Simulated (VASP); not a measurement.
# Pt3Br (Pm-3m) in VASP: single point with r2SCAN

Aim: the single point of Pt3Br with r2SCAN.

Everything below comes from runs of VASP 6.6.1. Logs are shortened: lines on timing, memory, paths and dates and some standing lists are left out, and cuts for length are marked.

## 1. The cell of the first run

The structure is cubic, space group Pm-3m (No. 221). The conventional cell has a = 4.080 Å, b = 4.080 Å, c = 4.080 Å, α = 90.00°, β = 90.00°, γ = 90.00°. Within 3.8 Å of Br (site symmetry m-3m) lie 12 Pt at 2.89 Å. Pt (site symmetry 4/mmm) has 4 Br at 2.89 Å and 8 Pt at 2.89 Å within 3.8 Å.

## 2. Single point, r2SCAN

The input, POSCAR:

```
Pt3Br
1.0
    4.0803600000      0.0000000000      0.0000000000
    0.0000000000      4.0803600000      0.0000000000
    0.0000000000      0.0000000000      4.0803600000
Br Pt
1 3
Direct
    0.0000000000      0.0000000000      0.0000000000
    0.0000000000      0.5000000000      0.5000000000
    0.5000000000      0.0000000000      0.5000000000
    0.5000000000      0.5000000000      0.0000000000
```

The input, INCAR.step1:

```
SYSTEM = Pt3Br
PREC = Accurate
ENCUT = 550
ISMEAR = -1
SIGMA = 0.1
LREAL = .FALSE.
LASPH = .TRUE.
NELM = 120
NBANDS = 26
GGA = PE
ALGO = Normal
EDIFF = 1E-5
LWAVE = .TRUE.
LCHARG = .FALSE.
GGA_COMPAT = .FALSE.
```

The input, INCAR.step2:

```
SYSTEM = Pt3Br
PREC = Accurate
ENCUT = 550
EDIFF = 1E-6
ISMEAR = -1
SIGMA = 0.1
LREAL = .FALSE.
LASPH = .TRUE.
NELM = 120
ALGO = Normal
ISIF = 2
LWAVE = .FALSE.
LCHARG = .FALSE.
METAGGA = R2SCAN
LMIXTAU = .TRUE.
NBANDS = 26
ISTART = 1
GGA_COMPAT = .FALSE.
```

The input, KPOINTS:

```
Automatic mesh
0
G
  5 5 5
  0 0 0
```

Potentials or basis: VASP PAW PBE potentials, release 64 (Br, Pt).

The run is started by

```console
> cat potpaw_PBE.64/Br/POTCAR potpaw_PBE.64/Pt/POTCAR > POTCAR
> cp INCAR.step1 INCAR
> mpirun -np 1 vasp_std > vasp.out
> cp INCAR.step2 INCAR
> mpirun -np 1 vasp_std > vasp.out
```

OUTCAR:

```text
SYSTEM = Pt3Br
   PREC = Accurate
   ENCUT = 550
   EDIFF = 1E-6
   ISMEAR = -1
   LREAL = .FALSE.
   LASPH = .TRUE.
   NELM = 120
   ISIF = 2
   METAGGA = R2SCAN
   ISTART = 1

 ion  position               nearest neighbor table
   1  0.000  0.000  0.000-   2 2.89   3 2.89   4 2.89   2 2.89   3 2.89   2 2.89   4 2.89   2 2.89
                             3 2.89   4 2.89   3 2.89   4 2.89
   2  0.000  0.500  0.500-   1 2.89   3 2.89   4 2.89   1 2.89   4 2.89   1 2.89   3 2.89   1 2.89
                             3 2.89   4 2.89   4 2.89   3 2.89
   3  0.500  0.000  0.500-   1 2.89   2 2.89   4 2.89   1 2.89   4 2.89   2 2.89   4 2.89   4 2.89
                             1 2.89   2 2.89   1 2.89   2 2.89
   4  0.500  0.500  0.000-   1 2.89   2 2.89   3 2.89   2 2.89   3 2.89   1 2.89   3 2.89   3 2.89
                             1 2.89   2 2.89   2 2.89   1 2.89

  LATTYP: Found a simple cubic cell.
 ALAT       =     4.0803600000

  Lattice vectors:

 A1 = (   4.0803600000,   0.0000000000,   0.0000000000)
 A2 = (   0.0000000000,   4.0803600000,   0.0000000000)
 A3 = (   0.0000000000,   0.0000000000,   4.0803600000)

Analysis of symmetry for initial positions (statically):
=====================================================================
 Subroutine PRICEL returns:
 Original cell was already a primitive cell.

 Routine SETGRP: Setting up the symmetry group for a
 simple cubic supercell.

 Subroutine GETGRP returns: Found 48 space group operations
 (whereof 48 operations were pure point group operations)
 out of a pool of 48 trial point group operations.

The static configuration has the point symmetry O_h .

Analysis of symmetry for dynamics (positions and initial velocities):
=====================================================================
 Subroutine PRICEL returns:
 Original cell was already a primitive cell.

 Routine SETGRP: Setting up the symmetry group for a
 simple cubic supercell.

 Subroutine GETGRP returns: Found 48 space group operations
 (whereof 48 operations were pure point group operations)
 out of a pool of 48 trial point group operations.

The dynamic configuration has the point symmetry O_h .

 Subroutine INISYM returns: Found 48 space group operations
 (whereof 48 operations are pure point group operations),
 and found     1 'primitive' translations

----------------------------------------------------------------------------------------

                                     Primitive cell

  volume of cell :      67.9353

  direct lattice vectors                    reciprocal lattice vectors
     4.080360000  0.000000000  0.000000000     0.245076415  0.000000000  0.000000000
     0.000000000  4.080360000  0.000000000     0.000000000  0.245076415  0.000000000
     0.000000000  0.000000000  4.080360000     0.000000000  0.000000000  0.245076415

  length of vectors
     4.080360000  4.080360000  4.080360000     0.245076415  0.245076415  0.245076415

  position of ions in fractional coordinates (direct lattice)
     0.000000000  0.000000000  0.000000000
     0.000000000  0.500000000  0.500000000
     0.500000000  0.000000000  0.500000000
     0.500000000  0.500000000  0.000000000

  ion indices of the primitive-cell ions
   primitive index   ion index
                 1           1
                 2           2
                 3           3
                 4           4

----------------------------------------------------------------------------------------

 KPOINTS: Automatic mesh

Automatic generation of k-mesh.
 Grid dimensions read from file:
 generate k-points for:    5    5    5

 Generating k-lattice:

  Cartesian coordinates                     Fractional coordinates (reciprocal lattice)
     0.049015283  0.000000000  0.000000000     0.200000000  0.000000000  0.000000000
     0.000000000  0.049015283  0.000000000     0.000000000  0.200000000  0.000000000
     0.000000000  0.000000000  0.049015283     0.000000000  0.000000000  0.200000000

  Length of vectors
     0.049015283  0.049015283  0.049015283

  Shift w.r.t. Gamma in fractional coordinates (k-lattice)
     0.000000000  0.000000000  0.000000000

 Subroutine IBZKPT returns following result:
 ===========================================

 Found     10 irreducible k-points:

 Following reciprocal coordinates:
            Coordinates               Weight
  0.000000  0.000000  0.000000      1.000000
  0.200000  0.000000  0.000000      6.000000
  0.400000  0.000000  0.000000      6.000000
  0.200000  0.200000  0.000000     12.000000
  0.400000  0.200000  0.000000     24.000000
  0.400000  0.400000  0.000000     12.000000
  0.200000  0.200000  0.200000      8.000000
  0.400000  0.200000  0.200000     24.000000
  0.400000  0.400000  0.200000     24.000000
  0.400000  0.400000  0.400000      8.000000
   k-points           NKPTS =     10   k-points in BZ     NKDIM =     10   number of bands    NBANDS=     26
   number of dos      NEDOS =    301   number of ions     NIONS =      4
   total plane-waves  NPLWV =  32768
   dimension x,y,z NGX =    32 NGY =   32 NGZ =   32
   dimension x,y,z NGXF=    64 NGYF=   64 NGZF=   64
   ions per type =               1   3
   NGX,Y,Z   is equivalent  to a cutoff of  13.04, 13.04, 13.04 a.u.
   NGXF,Y,Z  is equivalent  to a cutoff of  26.08, 26.08, 26.08 a.u.
 SYSTEM =  Pt3Br
   PREC   = accura    normal or accurate (medium, high low for compatibility)
   ISTART =      1    job   : 0-new  1-cont  2-samecut
   ICHARG =      0    charge: 1-file 2-atom 10-const
   ISPIN  =      1    spin polarized calculation?
   LNONCOLLINEAR =      F non collinear calculations
   LSORBIT =      F    spin-orbit coupling
   LASPH  =      T    aspherical Exc in radial PAW
   ENCUT  =  550.0 eV  40.42 Ry    6.36 a.u.   7.80  7.80  7.80*2*pi/ulx,y,z
   NELM   =    120;   NELMIN=  2; NELMDL=  0     # of ELM steps
   EDIFF  = 0.1E-05   stopping-criterion for ELM
   LREAL  =      F    real-space projection
   EDIFFG = 0.1E-04   stopping-criterion for IOM
   NSW    =      0    number of steps for IOM
   IBRION =     -1    ionic relax: 0-MD 1-quasi-New 2-CG
   NFREE  =      0    steps in history (QN), initial steepest desc. (CG)
   ISIF   =      2    stress and relaxation
   ISYM   =      2    0-nonsym 1-usesym 2-fastsym
   POTIM  = 0.5000    time-step for ionic-motion
   TEBEG  =    0.0;   TEEND  =   0.0 temperature during run
   PSTRESS=    0.0 pullay stress
   NELECT =      37.0000    total number of electrons
   NUPDOWN=      -1.0000    fix difference up-down
   EMIN   =  10.00;   EMAX   =-10.00  energy-range for DOS
   EFERMI =   0.00;   METHOD = LEGACY
   ISMEAR =    -1;   SIGMA  =   0.10  broadening in eV -4-tet -1-fermi 0-gaus
   EFERMI_NEDOS =   21; number of points for ismear=-14 and -15
   IALGO  =     38    algorithm
   IMIX   =      4    mixing-type and parameters
     AMIX     =   0.40;   BMIX     =  1.00
     AMIX_MAG =   1.60;   BMIX_MAG =  1.00
  volume/ion in A,a.u.               =      16.98       114.61
  Fermi-wavevector in a.u.,A,eV,Ry     =   1.336935  2.526441 24.318984  1.787395
  Thomas-Fermi vector in A             =   2.465523
   LORBIT       =      0    0 simple, 1 ext, 2 COOP (PROOUT), +10 PAW based schemes
   METAGGA = R2SCAN    functional components
   LHFCALC =     F    Hartree Fock is set to
   AEXX    =    0.0000 exact exchange contribution
   IVDW    =     0    specifies the selected vdW correction
   LEPSILON=     F    determine dielectric tensor
   LRPA    =     F    only Hartree local field effects (RPA)
 non-spin polarized calculation
  energy-cutoff  :      550.00
  volume of cell :       67.94
 maximum number of plane-waves:      1993
 NGX is ok and might be reduce to    32
   NGX = 15   NGY = 15   NGZ = 15

 number of electron      36.9999993 magnetization

 Free energy of the ion-electron system (eV)
  ---------------------------------------------------
  ext. energy  EPLUGINS =         0.00000000
  ---------------------------------------------------
  free energy    TOTEN  =      -164.50428355 eV

  energy without entropy =     -164.27848793  energy(sigma->0) =     -164.39138574

 E-fermi :   8.6974     XC(G=0): -13.3136

 val. band max:        8.6026609103   @ k =   0.2000   0.2000   0.0000
 cond. band min:       8.7053147873   @ k =   0.4000   0.2000   0.0000
 fundamental gap:      0.1026538769
 Fermi energy:         8.6974298415

 k-point     1 :       0.0000    0.0000    0.0000
  band No.  band energies     occupation
      1      -9.1979      2.00000
      2       1.6424      2.00000
      3       3.6475      2.00000
      4       3.6475      2.00000
      5       3.6475      2.00000
      6       3.8181      2.00000
[... 18 lines left out ...]
     25      15.1021      0.00000
     26      20.4369      0.00000

 k-point     2 :       0.2000    0.0000    0.0000
  band No.  band energies     occupation
      1      -9.0906      2.00000
      2       1.3085      2.00000
      3       2.6489      2.00000
      4       2.9557      2.00000
      5       2.9557      2.00000
      6       3.9413      2.00000
[... 18 lines left out ...]
     25      17.7716      0.00000
     26      18.3199      0.00000

 k-point     3 :       0.4000    0.0000    0.0000
  band No.  band energies     occupation
      1      -8.9047      2.00000
      2       0.2572      2.00000
      3       2.4822      2.00000
      4       2.4822      2.00000
      5       3.3087      2.00000
      6       4.1860      2.00000
[... 18 lines left out ...]
     25      16.3831      0.00000
     26      19.7698      0.00000

 k-point     4 :       0.2000    0.2000    0.0000
  band No.  band energies     occupation
      1      -9.0018      2.00000
      2       1.1617      2.00000
      3       2.1907      2.00000
      4       2.6520      2.00000
      5       2.9877      2.00000
      6       4.1493      2.00000
[... 18 lines left out ...]
     25      17.2838      0.00000
     26      18.6288      0.00000

 k-point     5 :       0.4000    0.2000    0.0000
  band No.  band energies     occupation
      1      -8.8499      2.00000
      2       0.5190      2.00000
      3       1.9107      2.00000
      4       2.3086      2.00000
      5       3.6279      2.00000
      6       4.4124      2.00000
[... 18 lines left out ...]
     25      17.9478      0.00000
     26      18.6244      0.00000

 k-point     6 :       0.4000    0.4000    0.0000
  band No.  band energies     occupation
      1      -8.7581      2.00000
      2       0.9715      2.00000
      3       1.2555      2.00000
      4       2.0667      2.00000
      5       4.2881      2.00000
      6       4.7563      2.00000
[... 18 lines left out ...]
     25      16.8705      0.00000
     26      18.8341      0.00000

 k-point     7 :       0.2000    0.2000    0.2000
  band No.  band energies     occupation
      1      -8.9323      2.00000
      2       0.9804      2.00000
      3       2.3164      2.00000
      4       2.3164      2.00000
      5       3.2127      2.00000
      6       4.2739      2.00000
[... 18 lines left out ...]
     25      16.4634      0.00000
     26      19.8735      0.00000

 k-point     8 :       0.4000    0.2000    0.2000
  band No.  band energies     occupation
      1      -8.8150      2.00000
      2       0.7293      2.00000
      3       1.6850      2.00000
      4       2.4581      2.00000
      5       3.7549      2.00000
      6       4.5995      2.00000
[... 18 lines left out ...]
     25      16.5137      0.00000
     26      18.8222      0.00000

 k-point     9 :       0.4000    0.4000    0.2000
  band No.  band energies     occupation
      1      -8.7578      2.00000
      2       1.1426      2.00000
      3       1.5647      2.00000
      4       2.2742      2.00000
      5       3.9037      2.00000
      6       4.2646      2.00000
[... 18 lines left out ...]
     25      16.6345      0.00000
     26      17.2582      0.00000

 k-point    10 :       0.4000    0.4000    0.4000
  band No.  band energies     occupation
      1      -8.7574      2.00000
      2       1.6862      2.00000
      3       2.3424      2.00000
      4       2.3424      2.00000
      5       3.6244      2.00000
      6       3.6244      2.00000
[... 18 lines left out ...]
     25      16.2639      0.00000
     26      16.2639      0.00000

------------------------ aborting loop because EDIFF is reached ----------------------------------------

  FORCE on cell =-STRESS in cart. coord.  units (eV):
  Direction    XX          YY          ZZ          XY          YZ          ZX
  --------------------------------------------------------------------------------------
  -------------------------------------------------------------------------------------
  Total       -0.4441833     -0.4441833     -0.4441833     -0.0000000     -0.0000000      0.0000000
  in kB      -10.4755620    -10.4755620    -10.4755620     -0.0000000     -0.0000000      0.0000000
  external PRESSURE =     -10.4755620 kB  Pullay stress =       0.0000000 kB

 VOLUME and BASIS-vectors are now :
 -----------------------------------------------------------------------------
  energy-cutoff  :      550.00
  volume of cell :       67.94
      direct lattice vectors                 reciprocal lattice vectors
     4.080360000  0.000000000  0.000000000     0.245076415  0.000000000  0.000000000
     0.000000000  4.080360000  0.000000000     0.000000000  0.245076415  0.000000000
     0.000000000  0.000000000  4.080360000     0.000000000  0.000000000  0.245076415

 POSITION                                       TOTAL-FORCE (eV/Angst)
 -----------------------------------------------------------------------------------
      0.00000      0.00000      0.00000         0.000000      0.000000      0.000000
      0.00000      2.04018      2.04018         0.000000      0.000000      0.000000
      2.04018      0.00000      2.04018         0.000000      0.000000      0.000000
      2.04018      2.04018      0.00000         0.000000      0.000000      0.000000
 -----------------------------------------------------------------------------------
    total drift:                                0.000000     -0.000000     -0.000000

  FREE ENERGIE OF THE ION-ELECTRON SYSTEM (eV)
  ---------------------------------------------------
  free  energy   TOTEN  =      -164.5042835535 eV

  energy  without entropy=     -164.2784879296  energy(sigma->0) =     -164.39138574
```

Run time: 64 s. Hardware: 1 thread of Intel Xeon Platinum 8259CL at 2.50GHz (Skylake/Cascade Lake), shared host; peak memory 0.18 GiB.

Results:

* Free energy: -164.5043 eV
* Pressure: -1.0 GPa
* Band gap on the k mesh: zero (an odd number of electrons rules out a gap without spin polarisation)

Caveat: the PAW data sets were made with another functional, which shifts forces and pressure a little; spin-orbit coupling is left out, which moves the levels of the heavy elements; an odd number of electrons without spin polarisation forces a metal; a magnetic or distorted state may lie lower.

The gap in the log of VASP goes by the Fermi energy; the results here count the filled bands.